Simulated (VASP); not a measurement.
Ge3W5: single point with PBE

Ge3W5:

```
Ge W
1.0
    -4.95211    4.95211    2.52961
     4.95211   -4.95211    2.52961
     4.95211    4.95211   -2.52961
Ge W
6 10
Direct
  0.16961 0.66961 0.83922
  0.83039 0.33039 0.16078
  0.66961 0.83039 0.50000
  0.33039 0.16961 0.50000
  0.75000 0.75000 0.00000
  0.25000 0.25000 0.00000
  0.07436 0.23076 0.30512
  0.92564 0.76924 0.69488
  0.57436 0.26924 0.84359
  0.42564 0.73076 0.15640
  0.76924 0.07436 0.84359
  0.23076 0.92564 0.15640
  0.73076 0.57436 0.30512
  0.26924 0.42564 0.69488
  0.75000 0.25000 0.50000
  0.25000 0.75000 0.50000
```

```
Program                : VASP 6.6.1
Task                   : single point
Functional             : PBE
Potentials or basis    : VASP PAW PBE potentials, release 64 (Ge_d, W_sv)
Cutoff                 : 620 eV
k mesh                 : 4 × 4 × 4
Occupations            : gaussian, width 0.1 eV
Spin                   : no spin polarisation
Dipole correction      : no
Second try             : timeout
Further INCAR settings : ALGO = Normal; EDIFF = 1e-06; NBANDS = 126
```

| Quantity | Value |
| --- | --- |
| Pressure | -0.7 GPa |
| Largest force | 0.120 eV/Å |
| Band gap on the k mesh | zero (bands 112 and 113 overlap by 0.38 eV) |

Forces in eV/Å, atoms in the order of the input:
```
Ge   0.085  0.085  0.000
Ge  -0.085 -0.085  0.000
Ge  -0.085  0.085  0.000
Ge   0.085 -0.085  0.000
Ge   0.000  0.000  0.000
Ge   0.000  0.000  0.000
W    0.017  0.007  0.000
W   -0.017 -0.007  0.000
W   -0.017  0.007  0.000
W    0.017 -0.007  0.000
W    0.007 -0.017  0.000
W   -0.007  0.017  0.000
W    0.007  0.017  0.000
W   -0.007 -0.017  0.000
W    0.000  0.000  0.000
W    0.000  0.000  0.000
```

Stress tensor (GPa, compression positive):
```
-1.01  0.00  0.00
 0.00 -1.01  0.00
 0.00  0.00  0.06
```

Levels at points of the mesh, in eV from the Fermi level:
| k point | band 109 | band 110 | band 111 | band 112 | band 113 | band 114 | band 115 | band 116 |
| --- | --- | --- | --- | --- | --- | --- | --- | --- |
| (0.00, 0.00, 0.00) | -0.33 | -0.33 | 0.20 | 0.20 | 0.34 | 0.52 | 0.79 | 0.97 |
| (0.50, 0.00, 0.00) | -1.01 | -1.01 | -0.41 | -0.41 | 0.17 | 0.17 | 0.33 | 0.33 |
| (0.50, 0.50, 0.00) | -0.72 | -0.55 | -0.41 | -0.29 | 0.27 | 0.30 | 0.38 | 0.64 |
| (0.50, 0.50, 0.50) | -0.91 | -0.90 | -0.90 | -0.40 | -0.08 | 0.01 | 0.16 | 0.16 |

It took 4.1 min on 8 MPI ranks on Intel(R) Xeon(R) Platinum 8259CL CPU @ 2.50GHz (Skylake/Cascade Lake), on a shared host, peak memory 0.68 GiB a rank.

Caveat: spin-orbit coupling is left out, which moves the levels of the heavy elements.
